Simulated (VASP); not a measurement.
# AgBr (Fm-3m) in VASP: further runs

The runs below take AgBr through single point, with PBEsol.

All numbers are computed with VASP 6.6.1; they aren't measurements. Logs are shortened: lines on timing, memory, paths and dates and some standing lists are left out, and cuts for length are marked.

## Step 1: The cell of the first run

It takes space group Fm-3m (No. 225, cubic). The conventional cell has a = 4.262 Å, b = 4.262 Å, c = 4.262 Å, α = 90.00°, β = 90.00°, γ = 90.00°. Ag (site symmetry m-3m) has 6 Br at 2.13 Å within 2.8 Å. Br (site symmetry m-3m) has 6 Ag at 2.13 Å within 2.8 Å.

## Step 2: Single point, PBEsol

File INCAR:

```
  PREC = Accurate
  ENCUT = 500
  EDIFF = 1E-6
  ISMEAR = -1
  SIGMA = 0.03
  LREAL = False
  LASPH = True
  NELM = 120
  ALGO = Normal
  ISIF = 2
  LWAVE = False
  LCHARG = True
  GGA = PS
  LELF = True
  LVHAR = True
  NBANDS = 16
  GGA_COMPAT = False
```

File KPOINTS:

```
Automatic mesh
0
Gamma
  8 8 8
```

File POSCAR:

```
AgBr
1.0
    0.0000000000      2.1309686922      2.1309686922
    2.1309686922      0.0000000000      2.1309686922
    2.1309686922      2.1309686922      0.0000000000
Ag Br
1 1
Direct
    0.0000000000      0.0000000000      0.0000000000
    0.5000000000      0.5000000000      0.5000000000
```

Potentials or basis: VASP PAW PBE potentials, release 64 (Ag, Br).

Started as:

```
cat potpaw_PBE.64/Ag/POTCAR potpaw_PBE.64/Br/POTCAR > POTCAR
mpirun -np 1 vasp_std > vasp.out
```

OUTCAR:

```text
PREC = Accurate
   ENCUT = 500
   EDIFF = 1E-6
   ISMEAR = -1
   LREAL = False
   LASPH = True
   NELM = 120
   ISIF = 2
   GGA = PS

 ion  position               nearest neighbor table
   1  0.000  0.000  0.000-   2 2.13   2 2.13   2 2.13   2 2.13   2 2.13   2 2.13
   2  0.500  0.500  0.500-   1 2.13   1 2.13   1 2.13   1 2.13   1 2.13   1 2.13

  LATTYP: Found a face centered cubic cell.
 ALAT       =     4.2619373844

  Lattice vectors:

 A1 = (   0.0000000000,   2.1309686922,   2.1309686922)
 A2 = (   2.1309686922,   0.0000000000,   2.1309686922)
 A3 = (   2.1309686922,   2.1309686922,   0.0000000000)

Analysis of symmetry for initial positions (statically):
=====================================================================
 Subroutine PRICEL returns:
 Original cell was already a primitive cell.

 Routine SETGRP: Setting up the symmetry group for a
 face centered cubic supercell.

 Subroutine GETGRP returns: Found 48 space group operations
 (whereof 48 operations were pure point group operations)
 out of a pool of 48 trial point group operations.

The static configuration has the point symmetry O_h .

Analysis of symmetry for dynamics (positions and initial velocities):
=====================================================================
 Subroutine PRICEL returns:
 Original cell was already a primitive cell.

 Routine SETGRP: Setting up the symmetry group for a
 face centered cubic supercell.

 Subroutine GETGRP returns: Found 48 space group operations
 (whereof 48 operations were pure point group operations)
 out of a pool of 48 trial point group operations.

The dynamic configuration has the point symmetry O_h .

 Subroutine INISYM returns: Found 48 space group operations
 (whereof 48 operations are pure point group operations),
 and found     1 'primitive' translations

----------------------------------------------------------------------------------------

                                     Primitive cell

  volume of cell :      19.3536

  direct lattice vectors                    reciprocal lattice vectors
     0.000000000  2.130968692  2.130968692    -0.234635076  0.234635076  0.234635076
     2.130968692  0.000000000  2.130968692     0.234635076 -0.234635076  0.234635076
     2.130968692  2.130968692  0.000000000     0.234635076  0.234635076 -0.234635076

  length of vectors
     3.013644826  3.013644826  3.013644826     0.406399872  0.406399872  0.406399872

  position of ions in fractional coordinates (direct lattice)
     0.000000000  0.000000000  0.000000000
     0.500000000  0.500000000  0.500000000

  ion indices of the primitive-cell ions
   primitive index   ion index
                 1           1
                 2           2

----------------------------------------------------------------------------------------

 KPOINTS: Automatic mesh

Automatic generation of k-mesh.
 Grid dimensions read from file:
 generate k-points for:    8    8    8

 Generating k-lattice:

  Cartesian coordinates                     Fractional coordinates (reciprocal lattice)
    -0.029329384  0.029329384  0.029329384     0.125000000  0.000000000  0.000000000
     0.029329384 -0.029329384  0.029329384     0.000000000  0.125000000  0.000000000
     0.029329384  0.029329384 -0.029329384     0.000000000  0.000000000  0.125000000

  Length of vectors
     0.050799984  0.050799984  0.050799984

  Shift w.r.t. Gamma in fractional coordinates (k-lattice)
     0.000000000  0.000000000  0.000000000

 Subroutine IBZKPT returns following result:
 ===========================================

 Found     29 irreducible k-points:

 Following reciprocal coordinates:
            Coordinates               Weight
  0.000000  0.000000  0.000000      1.000000
  0.125000  0.000000  0.000000      8.000000
  0.250000  0.000000  0.000000      8.000000
  0.375000  0.000000  0.000000      8.000000
  0.500000  0.000000  0.000000      4.000000
  0.125000  0.125000  0.000000      6.000000
[... 16 lines left out ...]
  0.500000  0.250000  0.125000     48.000000
 -0.375000  0.250000  0.125000     24.000000
 [... further k-points ...]
   k-points           NKPTS =     29   k-points in BZ     NKDIM =     29   number of bands    NBANDS=     16
   number of dos      NEDOS =    301   number of ions     NIONS =      2
   total plane-waves  NPLWV =  13824
   dimension x,y,z NGX =    24 NGY =   24 NGZ =   24
   dimension x,y,z NGXF=    48 NGYF=   48 NGZF=   48
   ions per type =               1   1
   NGX,Y,Z   is equivalent  to a cutoff of  13.24, 13.24, 13.24 a.u.
   NGXF,Y,Z  is equivalent  to a cutoff of  26.48, 26.48, 26.48 a.u.
 SYSTEM =  unknown system
   PREC   = accura    normal or accurate (medium, high low for compatibility)
   ISTART =      0    job   : 0-new  1-cont  2-samecut
   ICHARG =      2    charge: 1-file 2-atom 10-const
   ISPIN  =      1    spin polarized calculation?
   LNONCOLLINEAR =      F non collinear calculations
   LSORBIT =      F    spin-orbit coupling
   LASPH  =      T    aspherical Exc in radial PAW
   ENCUT  =  500.0 eV  36.75 Ry    6.06 a.u.   5.49  5.49  5.49*2*pi/ulx,y,z
   NELM   =    120;   NELMIN=  2; NELMDL= -5     # of ELM steps
   EDIFF  = 0.1E-05   stopping-criterion for ELM
   LREAL  =      F    real-space projection
   EDIFFG = 0.1E-04   stopping-criterion for IOM
   NSW    =      0    number of steps for IOM
   IBRION =     -1    ionic relax: 0-MD 1-quasi-New 2-CG
   NFREE  =      0    steps in history (QN), initial steepest desc. (CG)
   ISIF   =      2    stress and relaxation
   ISYM   =      2    0-nonsym 1-usesym 2-fastsym
   POTIM  = 0.5000    time-step for ionic-motion
   TEBEG  =    0.0;   TEEND  =   0.0 temperature during run
   PSTRESS=    0.0 pullay stress
   NELECT =      18.0000    total number of electrons
   NUPDOWN=      -1.0000    fix difference up-down
   EMIN   =  10.00;   EMAX   =-10.00  energy-range for DOS
   EFERMI =   0.00;   METHOD = LEGACY
   ISMEAR =    -1;   SIGMA  =   0.03  broadening in eV -4-tet -1-fermi 0-gaus
   EFERMI_NEDOS =   21; number of points for ismear=-14 and -15
   IALGO  =     38    algorithm
   IMIX   =      4    mixing-type and parameters
     AMIX     =   0.40;   BMIX     =  1.00
     AMIX_MAG =   1.60;   BMIX_MAG =  1.00
  volume/ion in A,a.u.               =       9.68        65.30
  Fermi-wavevector in a.u.,A,eV,Ry     =   1.598007  3.019795 34.744183  2.553625
  Thomas-Fermi vector in A             =   2.695524
   LORBIT       =      0    0 simple, 1 ext, 2 COOP (PROOUT), +10 PAW based schemes
   GGA     = PS    functional components
   LHFCALC =     F    Hartree Fock is set to
   AEXX    =    0.0000 exact exchange contribution
   IVDW    =     0    specifies the selected vdW correction
   LEPSILON=     F    determine dielectric tensor
   LRPA    =     F    only Hartree local field effects (RPA)
 non-spin polarized calculation
  energy-cutoff  :      500.00
  volume of cell :       19.35
 maximum number of plane-waves:       531
 NGX is ok and might be reduce to    24

 number of electron      18.0000001 magnetization

 Free energy of the ion-electron system (eV)
  ---------------------------------------------------
  ext. energy  EPLUGINS =         0.00000000
  ---------------------------------------------------
  free energy    TOTEN  =         8.84313606 eV

  energy without entropy =        8.84561570  energy(sigma->0) =        8.84437588

 E-fermi :  21.3916     XC(G=0): -15.1743

 val. band max:       21.3865787268   @ k =  -0.3750   0.1250   0.0000
 cond. band min:      21.8319883856   @ k =  -0.3750   0.1250   0.0000
 fundamental gap:      0.4454096588
 Fermi energy:        21.3916054152

 k-point     1 :       0.0000    0.0000    0.0000
  band No.  band energies     occupation
      1      -4.5651      2.00000
      2       9.9069      2.00000
      3       9.9069      2.00000
      4       9.9069      2.00000
      5      10.2489      2.00000
      6      10.2489      2.00000
[... 8 lines left out ...]
     15      37.2116      0.00000
     16      37.2116      0.00000

 k-point     2 :       0.1250    0.0000    0.0000
  band No.  band energies     occupation
      1      -4.2016      2.00000
      2       9.2705      2.00000
      3       9.3493      2.00000
      4       9.3493      2.00000
      5      10.2174      2.00000
      6      10.2174      2.00000
[... 8 lines left out ...]
     15      34.9101      0.00000
     16      34.9101      0.00000

 k-point     3 :       0.2500    0.0000    0.0000
  band No.  band energies     occupation
      1      -3.1757      2.00000
      2       7.4368      2.00000
      3       8.0607      2.00000
      4       8.0607      2.00000
      5      10.8613      2.00000
      6      10.8613      2.00000
[... 8 lines left out ...]
     15      33.9970      0.00000
     16      33.9970      0.00000

 k-point     4 :       0.3750    0.0000    0.0000
  band No.  band energies     occupation
      1      -1.7488      2.00000
      2       5.2033      2.00000
      3       7.1515      2.00000
      4       7.1515      2.00000
      5      11.6252      2.00000
      6      11.6252      2.00000
[... 8 lines left out ...]
     15      34.1838      0.00000
     16      36.0240      0.00000
[... 324 lines left out ...]
 k-point    22 :       0.3750    0.2500    0.1250
  band No.  band energies     occupation
      1      -2.5573      2.00000
      2       6.2367      2.00000
      3       8.1673      2.00000
      4       8.1906      2.00000
      5      10.6303      2.00000
      6      11.5937      2.00000
[... 8 lines left out ...]
     15      36.1834      0.00000
     16      37.5377      0.00000

 k-point    23 :       0.5000    0.2500    0.1250
  band No.  band energies     occupation
      1      -1.5967      2.00000
      2       5.4699      2.00000
      3       7.2712      2.00000
      4       7.6327      2.00000
      5      11.3053      2.00000
      6      12.1685      2.00000
[... 8 lines left out ...]
     15      37.2805      0.00000
     16      39.6232      0.00000

 k-point    24 :      -0.3750    0.2500    0.1250
  band No.  band energies     occupation
      1      -1.1118      2.00000
      2       5.0839      2.00000
      3       7.0262      2.00000
      4       7.3284      2.00000
      5      11.9642      2.00000
      6      11.9826      2.00000
[... 8 lines left out ...]
     15      37.7381      0.00000
     16      39.9012      0.00000

 [... further k-points ...]

------------------------ aborting loop because EDIFF is reached ----------------------------------------

  FORCE on cell =-STRESS in cart. coord.  units (eV):
  Direction    XX          YY          ZZ          XY          YZ          ZX
  --------------------------------------------------------------------------------------
  -------------------------------------------------------------------------------------
  Total       49.8054119     49.8054119     49.8054119      0.0000000      0.0000000     -0.0000000
  in kB     4123.1194325   4123.1194325   4123.1194325      0.0000000      0.0000000     -0.0000000
  external PRESSURE =    4123.1194325 kB  Pullay stress =       0.0000000 kB

 VOLUME and BASIS-vectors are now :
 -----------------------------------------------------------------------------
  energy-cutoff  :      500.00
  volume of cell :       19.35
      direct lattice vectors                 reciprocal lattice vectors
     0.000000000  2.130968692  2.130968692    -0.234635076  0.234635076  0.234635076
     2.130968692  0.000000000  2.130968692     0.234635076 -0.234635076  0.234635076
     2.130968692  2.130968692  0.000000000     0.234635076  0.234635076 -0.234635076

 POSITION                                       TOTAL-FORCE (eV/Angst)
 -----------------------------------------------------------------------------------
      0.00000      0.00000      0.00000        -0.000000     -0.000000     -0.000000
      2.13097      2.13097      2.13097         0.000000      0.000000      0.000000
 -----------------------------------------------------------------------------------
    total drift:                                0.000000     -0.000000     -0.000000

  FREE ENERGIE OF THE ION-ELECTRON SYSTEM (eV)
  ---------------------------------------------------
  free  energy   TOTEN  =         8.8431360558 eV

  energy  without entropy=        8.8456156958  energy(sigma->0) =        8.84437588
```

Wall time 6 s (1 thread of Intel Xeon Platinum 8375C at 2.90GHz (Ice Lake), shared host); peak memory 0.14 GiB.

Results:

| Quantity | Value |
| --- | --- |
| Free energy | 8.8431 eV |
| Pressure | 412.3 GPa |
| Band gap on the k mesh | zero (band 9 reaches 22.00 eV, above the bottom of band 10 at 20.97 eV) |

Levels at points of the mesh, in eV from the Fermi level:
```csv
k point,band 5,band 6,band 7,band 8,band 9,band 10,band 11,band 12,band 13,band 14
"(0.00, 0.00, 0.00)",-11.14,-11.14,-6.48,-6.48,-6.48,3.92,5.10,9.85,9.85,9.85
"(0.50, 0.00, 0.00)",-9.40,-9.40,-7.57,-1.17,0.61,0.61,3.13,3.13,13.05,13.05
"(0.50, 0.50, 0.00)",-9.71,-9.71,-8.74,-8.74,-6.00,-0.42,5.38,12.72,15.54,15.71
```

Caveat: the PAW data sets were made with another functional, which shifts forces and pressure a little.

## Step 3: Single point, PBEsol

This run uses another cell than the first one, of 16.93 Å³/atom, 1.750 times its volume.

File INCAR:

```
PREC = Accurate
ENCUT = 500
EDIFF = 1E-6
ISMEAR = -1
SIGMA = 0.03
LREAL = F
LASPH = T
NELM = 120
ALGO = Normal
ISIF = 2
LWAVE = F
LCHARG = F
GGA = PS
NBANDS = 16
GGA_COMPAT = F
```

File KPOINTS:

```
regular mesh
0
Gamma
  8 8 8
```

File POSCAR:

```
AgBr
1.0
    0.0000000000      2.5679688544      2.5679688544
    2.5679688544      0.0000000000      2.5679688544
    2.5679688544      2.5679688544      0.0000000000
Ag Br
1 1
Direct
    0.0000000000      0.0000000000      0.0000000000
    0.5000000000      0.5000000000      0.5000000000
```

Potentials or basis: VASP PAW PBE potentials, release 64 (Ag, Br).

Started as:

```
cat potpaw_PBE.64/Ag/POTCAR potpaw_PBE.64/Br/POTCAR > POTCAR
mpirun -np 1 vasp_std > vasp.out
```

It took 12 s on 1 thread of Intel Xeon Platinum 8375C at 2.90GHz (Ice Lake), shared host; peak memory 0.16 GiB.

Results (log left out):

| Item | Value |
| --- | --- |
| Free energy | -4.7606 eV |
| Pressure | 34.7 GPa |
| Band gap on the k mesh | 0.56 eV, indirect (least direct gap 2.32 eV) |

Levels at points of the mesh, in eV from the valence-band top:
```csv
k point,band 7,band 8,band 9,band 10,band 11,band 12
"(0.00, 0.00, 0.00)",-3.36,-3.36,-3.36,0.77,9.68,9.68
"(0.50, 0.00, 0.00)",-3.59,0.00,0.00,2.32,5.71,5.71
"(0.50, 0.50, 0.00)",-3.97,-3.97,-3.43,0.56,6.25,10.38
```

Caveat: the PAW data sets were made with another functional, which shifts forces and pressure a little. A k mesh can miss the band edges.

## Step 4: Single point, PBEsol

File INCAR:

```
SYSTEM = AgBr
PREC     = Accurate       ! precision mode
ENCUT    = 500            ! plane-wave cutoff, eV
EDIFF    = 1E-6           ! SCF threshold, eV
ISMEAR   = -1             ! smearing method
SIGMA    = 0.03           ! smearing width, eV
LREAL    = .FALSE.        ! projectors in reciprocal space
LASPH    = .TRUE.         ! aspherical terms in the spheres
NELM     = 120            ! most SCF steps
ALGO     = Normal         ! electronic algorithm
ISIF     = 2              ! what is computed and relaxed
LWAVE    = .FALSE.        ! write WAVECAR
LCHARG   = .FALSE.        ! write CHGCAR
GGA      = PS             ! functional
NBANDS   = 16             ! bands
GGA_COMPAT= .FALSE.
```

File KPOINTS:

```
regular mesh
0
G
  8 8 8
  0 0 0
```

POSCAR is that of step 3.

Started as:

```
cat potpaw_PBE.64/Ag/POTCAR potpaw_PBE.64/Br/POTCAR > POTCAR
mpirun -np 1 vasp_std > vasp.out
```

Run time: 11 s. Hardware: 1 thread of Intel Xeon Platinum 8375C at 2.90GHz (Ice Lake), shared host; peak memory 0.16 GiB.

It converged, with:

```yaml
Free_energy: -4.7606 eV
Pressure: 34.7 GPa
Band_gap_on_the_k_mesh: 0.56 eV, indirect (least direct gap 2.32 eV)
```

Levels at points of the mesh, in eV from the valence-band top:
| k point | band 7 | band 8 | band 9 | band 10 | band 11 | band 12 |
| --- | --- | --- | --- | --- | --- | --- |
| (0.00, 0.00, 0.00) | -3.36 | -3.36 | -3.36 | 0.77 | 9.68 | 9.68 |
| (0.50, 0.00, 0.00) | -3.59 | 0.00 | 0.00 | 2.32 | 5.71 | 5.71 |
| (0.50, 0.50, 0.00) | -3.97 | -3.97 | -3.43 | 0.56 | 6.25 | 10.38 |

Caveat: the PAW data sets were made with another functional, which shifts forces and pressure a little. A k mesh can miss the band edges.

## Step 5: Single point, PBEsol

This run uses another cell than the first one, of 19.35 Å³/atom, 2.000 times its volume.

INCAR is that of step 4.

File KPOINTS:

```
Automatic mesh
0
G
  8 8 8
  0 0 0
```

File POSCAR:

```
AgBr
1.0
    0.0000000000      2.6848523120      2.6848523120
    2.6848523120      0.0000000000      2.6848523120
    2.6848523120      2.6848523120      0.0000000000
Ag Br
1 1
Direct
    0.0000000000      0.0000000000      0.0000000000
    0.5000000000      0.5000000000      0.5000000000
```

Started as:

```
cat potpaw_PBE.64/Ag/POTCAR potpaw_PBE.64/Br/POTCAR > POTCAR
mpirun -np 1 vasp_std > vasp.out
```

Wall time 12 s (1 thread of Intel Xeon Platinum 8375C at 2.90GHz (Ice Lake), shared host); peak memory 0.16 GiB.

It converged, with:

```yaml
Free_energy: -5.4517 eV
Pressure: 13.5 GPa
Band_gap_on_the_k_mesh: 0.57 eV, indirect (least direct gap 2.88 eV)
```

Levels at points of the mesh, in eV from the valence-band top:
```tsv
k point	band 5	band 6	band 7	band 8	band 9	band 10	band 11	band 12	band 13	band 14
(0.00, 0.00, 0.00)	-3.90	-3.90	-2.74	-2.74	-2.74	0.57	9.74	9.74	9.74	10.30
(0.50, 0.00, 0.00)	-3.39	-3.39	-2.92	0.00	0.00	2.88	6.15	6.15	7.85	12.46
(0.50, 0.50, 0.00)	-4.02	-3.64	-3.23	-3.23	-2.92	0.96	6.53	9.77	11.93	11.93
```

Caveat: the PAW data sets were made with another functional, which shifts forces and pressure a little. Expect the measured gap to be larger: semilocal functionals such as PBEsol lack the derivative discontinuity.

[end of part 1 of 2]
